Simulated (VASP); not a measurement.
# Ti in VASP: further runs, part 2 of 2

VASP 6.6.1. The steps go on from the part before.

## Step 3: Single point, PBEsol (equal xy, yz and zx shear strains of -2 %)

File INCAR:

```
SYSTEM = Ti
PREC = Accurate ; ENCUT = 500
EDIFF = 1E-6 ; ISMEAR = -1
SIGMA = 0.08 ; LREAL = .False.
LASPH = .True. ; NELM = 120
ALGO = Normal ; ISIF = 2
LWAVE = .False. ; LCHARG = .True.
GGA = PS ; LELF = .True.
LVHAR = .True. ; NBANDS = 12
GGA_COMPAT = .False.
```

File KPOINTS:

```
Automatic mesh
0
Gamma
  17 17 17
  0 0 0
```

File POSCAR:

```
Ti
1.0
   -1.6738200000      1.6410000000      1.6410000000
    1.6410000000     -1.6738200000      1.6410000000
    1.6410000000      1.6410000000     -1.6738200000
Ti
1
Direct
    0.0000000000      0.0000000000      0.0000000000
```

Potentials or basis: VASP PAW PBE potentials, release 64 (Ti_sv).

On the command line:

```sh
$ cat potpaw_PBE.64/Ti_sv/POTCAR > POTCAR
$ mpirun -np 1 vasp_std > vasp.out
```

OUTCAR:

```text
SYSTEM = Ti
   PREC = Accurate
   ENCUT = 500
   EDIFF = 1E-6
   ISMEAR = -1
   LREAL = .False.
   LASPH = .True.
   NELM = 120
   ISIF = 2
   GGA = PS

 ion  position               nearest neighbor table
   1  0.000  0.000  0.000-

  LATTYP: Found a trigonal (rhomboedric) cell.
 ALAT       =     2.8613694960
 COS(alpha) =    -0.3420602552

  Lattice vectors:

 A1 = (  -1.6738200000,   1.6410000000,   1.6410000000)
 A2 = (   1.6410000000,  -1.6738200000,   1.6410000000)
 A3 = (   1.6410000000,   1.6410000000,  -1.6738200000)

Analysis of symmetry for initial positions (statically):
=====================================================================
 Subroutine PRICEL returns:
 Original cell was already a primitive cell.

 Routine SETGRP: Setting up the symmetry group for a
 trigonal (rhombohedral) supercell.

 Subroutine GETGRP returns: Found 12 space group operations
 (whereof 12 operations were pure point group operations)
 out of a pool of 12 trial point group operations.

The static configuration has the point symmetry D_3d.

Analysis of symmetry for dynamics (positions and initial velocities):
=====================================================================
 Subroutine PRICEL returns:
 Original cell was already a primitive cell.

 Routine SETGRP: Setting up the symmetry group for a
 trigonal (rhombohedral) supercell.

 Subroutine GETGRP returns: Found 12 space group operations
 (whereof 12 operations were pure point group operations)
 out of a pool of 12 trial point group operations.

The dynamic configuration has the point symmetry D_3d.

 Subroutine INISYM returns: Found 12 space group operations
 (whereof 12 operations are pure point group operations),
 and found     1 'primitive' translations

----------------------------------------------------------------------------------------

                                     Primitive cell

  volume of cell :      17.6707

  direct lattice vectors                    reciprocal lattice vectors
    -1.673820000  1.641000000  1.641000000     0.006156643  0.307832149  0.307832149
     1.641000000 -1.673820000  1.641000000     0.307832149  0.006156643  0.307832149
     1.641000000  1.641000000 -1.673820000     0.307832149  0.307832149  0.006156643

  length of vectors
     2.861369496  2.861369496  2.861369496     0.435383932  0.435383932  0.435383932

  position of ions in fractional coordinates (direct lattice)
     0.000000000  0.000000000  0.000000000

  ion indices of the primitive-cell ions
   primitive index   ion index
                 1           1

----------------------------------------------------------------------------------------

 KPOINTS: Automatic mesh

Automatic generation of k-mesh.
 Grid dimensions read from file:
 generate k-points for:   17   17   17

 Generating k-lattice:

  Cartesian coordinates                     Fractional coordinates (reciprocal lattice)
     0.000362155  0.018107773  0.018107773     0.058823529  0.000000000  0.000000000
     0.018107773  0.000362155  0.018107773     0.000000000  0.058823529  0.000000000
     0.018107773  0.018107773  0.000362155     0.000000000  0.000000000  0.058823529

  Length of vectors
     0.025610820  0.025610820  0.025610820

  Shift w.r.t. Gamma in fractional coordinates (k-lattice)
     0.000000000  0.000000000  0.000000000

 Subroutine IBZKPT returns following result:
 ===========================================

 Found    489 irreducible k-points:

 Following reciprocal coordinates:
            Coordinates               Weight
  0.000000  0.000000  0.000000      1.000000
  0.058824  0.000000  0.000000      6.000000
  0.117647 -0.000000 -0.000000      6.000000
  0.176471 -0.000000 -0.000000      6.000000
  0.235294 -0.000000 -0.000000      6.000000
  0.294118 -0.000000 -0.000000      6.000000
[... 16 lines left out ...]
 -0.176471  0.058824  0.000000     12.000000
 -0.117647  0.058824  0.000000     12.000000
 [... further k-points ...]
   k-points           NKPTS =    489   k-points in BZ     NKDIM =    489   number of bands    NBANDS=     12
   number of dos      NEDOS =    301   number of ions     NIONS =      1
   total plane-waves  NPLWV =  13824
   dimension x,y,z NGX =    24 NGY =   24 NGZ =   24
   dimension x,y,z NGXF=    48 NGYF=   48 NGZF=   48
   ions per type =               1
   NGX,Y,Z   is equivalent  to a cutoff of  13.94, 13.94, 13.94 a.u.
   NGXF,Y,Z  is equivalent  to a cutoff of  27.89, 27.89, 27.89 a.u.
 SYSTEM =  Ti
   PREC   = accura    normal or accurate (medium, high low for compatibility)
   ISTART =      0    job   : 0-new  1-cont  2-samecut
   ICHARG =      2    charge: 1-file 2-atom 10-const
   ISPIN  =      1    spin polarized calculation?
   LNONCOLLINEAR =      F non collinear calculations
   LSORBIT =      F    spin-orbit coupling
   LASPH  =      T    aspherical Exc in radial PAW
   ENCUT  =  500.0 eV  36.75 Ry    6.06 a.u.   5.22  5.22  5.22*2*pi/ulx,y,z
   NELM   =    120;   NELMIN=  2; NELMDL= -5     # of ELM steps
   EDIFF  = 0.1E-05   stopping-criterion for ELM
   LREAL  =      F    real-space projection
   EDIFFG = 0.1E-04   stopping-criterion for IOM
   NSW    =      0    number of steps for IOM
   IBRION =     -1    ionic relax: 0-MD 1-quasi-New 2-CG
   NFREE  =      0    steps in history (QN), initial steepest desc. (CG)
   ISIF   =      2    stress and relaxation
   ISYM   =      2    0-nonsym 1-usesym 2-fastsym
   POTIM  = 0.5000    time-step for ionic-motion
   TEBEG  =    0.0;   TEEND  =   0.0 temperature during run
   PSTRESS=    0.0 pullay stress
   NELECT =      12.0000    total number of electrons
   NUPDOWN=      -1.0000    fix difference up-down
   EMIN   =  10.00;   EMAX   =-10.00  energy-range for DOS
   EFERMI =   0.00;   METHOD = LEGACY
   ISMEAR =    -1;   SIGMA  =   0.08  broadening in eV -4-tet -1-fermi 0-gaus
   EFERMI_NEDOS =   21; number of points for ismear=-14 and -15
   IALGO  =     38    algorithm
   IMIX   =      4    mixing-type and parameters
     AMIX     =   0.40;   BMIX     =  1.00
     AMIX_MAG =   1.60;   BMIX_MAG =  1.00
  volume/ion in A,a.u.               =      17.67       119.25
  Fermi-wavevector in a.u.,A,eV,Ry     =   1.438966  2.719251 28.172520  2.070622
  Thomas-Fermi vector in A             =   2.557874
   LORBIT       =      0    0 simple, 1 ext, 2 COOP (PROOUT), +10 PAW based schemes
   GGA     = PS    functional components
   LHFCALC =     F    Hartree Fock is set to
   AEXX    =    0.0000 exact exchange contribution
   IVDW    =     0    specifies the selected vdW correction
   LEPSILON=     F    determine dielectric tensor
   LRPA    =     F    only Hartree local field effects (RPA)
 non-spin polarized calculation
  energy-cutoff  :      500.00
  volume of cell :       17.67
 maximum number of plane-waves:       462
 NGX is ok and might be reduce to    24
   NGX = 11   NGY = 11   NGZ = 11

 number of electron      12.0000000 magnetization

 Free energy of the ion-electron system (eV)
  ---------------------------------------------------
  ext. energy  EPLUGINS =         0.00000000
  ---------------------------------------------------
  free energy    TOTEN  =        -8.23176986 eV

  energy without entropy =       -8.18116460  energy(sigma->0) =       -8.20646723

 E-fermi :   7.7779     XC(G=0): -11.5491

 val. band max:        7.7768300381   @ k =  -0.3529   0.1176   0.0588
 cond. band min:       7.7783352066   @ k =  -0.2941   0.2941   0.0000
 fundamental gap:      0.0015051685
 Fermi energy:         7.7778506053

 k-point     1 :       0.0000    0.0000    0.0000
  band No.  band energies     occupation
      1     -48.5514      2.00000
      2     -24.5356      2.00000
      3     -24.5356      2.00000
      4     -24.4891      2.00000
      5       1.8660      2.00000
      6       8.5509      0.00013
      7       8.8351      0.00000
      8       8.8351      0.00000
      9      10.4965      0.00000
     10      10.4965      0.00000
     11      24.6849      0.00000
     12      25.2697      0.00000
[... 331 lines left out ...]
 k-point    24 :      -0.1176    0.0588    0.0000
  band No.  band energies     occupation
      1     -48.5394      2.00000
      2     -24.5949      2.00000
      3     -24.5430      2.00000
      4     -24.5087      2.00000
      5       2.2102      2.00000
      6       8.5061      0.00022
      7       8.6918      0.00002
      8       9.0635      0.00000
      9      10.3238      0.00000
     10      10.5240      0.00000
     11      24.3882      0.00000
     12      24.9377      0.00000

 [... further k-points ...]
[... 5 lines left out ...]
  --------------------------------------------------------------------------------------
  -------------------------------------------------------------------------------------
  Total       -0.7375241     -0.7375241     -0.7375241      0.0695839      0.0695839      0.0695839
  in kB      -66.8701452    -66.8701452    -66.8701452      6.3090629      6.3090629      6.3090629
  external PRESSURE =     -66.8701452 kB  Pullay stress =       0.0000000 kB

 VOLUME and BASIS-vectors are now :
 -----------------------------------------------------------------------------
  energy-cutoff  :      500.00
  volume of cell :       17.67
      direct lattice vectors                 reciprocal lattice vectors
    -1.673820000  1.641000000  1.641000000     0.006156643  0.307832149  0.307832149
     1.641000000 -1.673820000  1.641000000     0.307832149  0.006156643  0.307832149
     1.641000000  1.641000000 -1.673820000     0.307832149  0.307832149  0.006156643

 POSITION                                       TOTAL-FORCE (eV/Angst)
 -----------------------------------------------------------------------------------
      0.00000      0.00000      0.00000        -0.000000      0.000000     -0.000000
 -----------------------------------------------------------------------------------
    total drift:                                0.000000      0.000000     -0.000000

  FREE ENERGIE OF THE ION-ELECTRON SYSTEM (eV)
  ---------------------------------------------------
  free  energy   TOTEN  =        -8.2317698650 eV

  energy  without entropy=       -8.1811645952  energy(sigma->0) =       -8.20646723
```

OSZICAR:

```text
N       E                     dE             d eps       ncg     rms          rms(c)
DAV:   1     0.855334025583E+02    0.85533E+02   -0.63724E+03 11776   0.117E+03
DAV:   2    -0.519450311500E+01   -0.90728E+02   -0.88331E+02 11984   0.292E+02
DAV:   3    -0.935638196508E+01   -0.41619E+01   -0.41123E+01 16376   0.644E+01
DAV:   4    -0.944040809748E+01   -0.84026E-01   -0.83890E-01 13008   0.810E+00
DAV:   5    -0.944233273342E+01   -0.19246E-02   -0.19245E-02 13812   0.110E+00    0.853E+00
DAV:   6    -0.823019472417E+01    0.12121E+01   -0.28752E+00 12736   0.237E+01    0.202E+00
DAV:   7    -0.822381953955E+01    0.63752E-02   -0.76073E-02 13992   0.281E+00    0.124E+00
DAV:   8    -0.823136043894E+01   -0.75409E-02   -0.35541E-02 12244   0.227E+00    0.115E-01
DAV:   9    -0.823174163623E+01   -0.38120E-03   -0.22885E-03 14404   0.495E-01    0.742E-02
DAV:  10    -0.823178735618E+01   -0.45720E-04   -0.23408E-04 12288   0.173E-01    0.122E-02
DAV:  11    -0.823177015788E+01    0.17198E-04   -0.21931E-05 13768   0.723E-02    0.112E-02
DAV:  12    -0.823176986496E+01    0.29291E-06   -0.22676E-06 12320   0.195E-02
   1 F= -.82317699E+01 E0= -.82064672E+01  d E =-.506053E-01
```

stdout:

```text
POSCAR found type information on POSCAR Ti
 POSCAR found :  1 types and       1 ions
 scaLAPACK will be used
 -----------------------------------------------------------------------------
|                                                                             |
|                                                                             |
|     You enforced a specific xc type in the INCAR file but a different       |
|     I HOPE YOU KNOW WHAT YOU ARE DOING!                                     |
|                                                                             |
 -----------------------------------------------------------------------------

 LDA part: xc-table for (Slater+PW92), standard interpolation
 POSCAR, INCAR and KPOINTS ok, starting setup
 FFT: planning ... GRIDC
 FFT: planning ... GRID_SOFT
 FFT: planning ... GRID
 WAVECAR not read
 entering main loop
```

Wall time 42 s (1 thread of Intel Xeon 6975P-C, shared host); peak memory 0.21 GiB.

What came out:

```yaml
Free_energy: -8.2318 eV
Pressure: -6.7 GPa
Band_gap_on_the_k_mesh: zero (band 6 reaches 8.69 eV, above the bottom of band 7 at 7.12 eV)
```

Caveat: the cell differs from its parent crystal (equal xy, yz and zx shear strains of -2 %); the PAW data sets were made with another functional, which shifts forces and pressure a little.

## Step 4: Single point, PBEsol (equal xx and yy strain of -2 %)

File INCAR:

```
SYSTEM = Ti
ALGO = Normal
EDIFF = 1E-7
ENCUT = 520
GGA = PS
ISIF = 2
ISMEAR = -1
LASPH = .True.
LCHARG = .True.
LELF = .True.
LREAL = .False.
LVHAR = .True.
LWAVE = .False.
NBANDS = 12
NELM = 60
PREC = Accurate
SIGMA = 0.08
```

File KPOINTS:

```
k-points
0
Gamma
  17 17 17
  0 0 0
```

File POSCAR:

```
Ti
1.0
   -1.6081800000      1.6081800000      1.6410000000
    1.6081800000     -1.6081800000      1.6410000000
    1.6081800000      1.6081800000     -1.6410000000
Ti
1
Direct
    0.0000000000      0.0000000000      0.0000000000
```

On the command line:

```sh
$ cat potpaw_PBE.64/Ti_sv/POTCAR > POTCAR
$ mpirun -np 1 vasp_std > vasp.out
```

Run time: 88 s. Hardware: 1 thread of AMD EPYC 9R14 (Zen 4), shared host; peak memory 0.17 GiB.

Results (log left out):

| Property | Result |
| --- | --- |
| Free energy | -8.2550 eV |
| Pressure | -2.8 GPa |
| Band gap on the k mesh | zero (band 6 reaches 9.23 eV, above the bottom of band 7 at 7.58 eV) |

Stress tensor (GPa, compression positive):
```
-2.97  0.00  0.00
 0.00 -2.97  0.00
 0.00  0.00 -2.53
```

Levels at points of the mesh, in eV from the Fermi level:
```
           k point  band 2  band 3  band 4  band 5  band 6  band 7  band 8  band 9  band 10  band 11
(0.00, 0.00, 0.00)  -32.18  -32.18  -32.17   -6.00    0.96    0.96    1.10    2.74     2.91    17.35
```

Caveat: the cell differs from its parent crystal (equal xx and yy strain of -2 %); the PAW data sets were made with another functional, which shifts forces and pressure a little.

## Step 5: Summary

| cell | cutoff (eV) | gap on the mesh (eV) | pressure (GPa) |
| --- | --- | --- | --- |
| a = 2.823 Å, angles 108.9°, 1 atom | 520 | none | -6.6 |
| a = 2.861 Å, angles 110.0°, 1 atom | 500 | none | -6.7 |
| a = 2.805 Å, angles 110.0, 110.0, 108.4°, 1 atom | 520 | none | -2.8 |

Alike in all rows: task single point; level PBEsol; potentials or basis VASP PAW PBE potentials, release 64 (Ti_sv); no spin polarisation; k mesh 17 × 17 × 17; smearing fermi-dirac 0.08 eV.

Caveats: the PAW data sets were made with another functional, which shifts forces and pressure a little.

Total energies depend on the potentials used, so only differences within one code and one set of settings carry meaning.
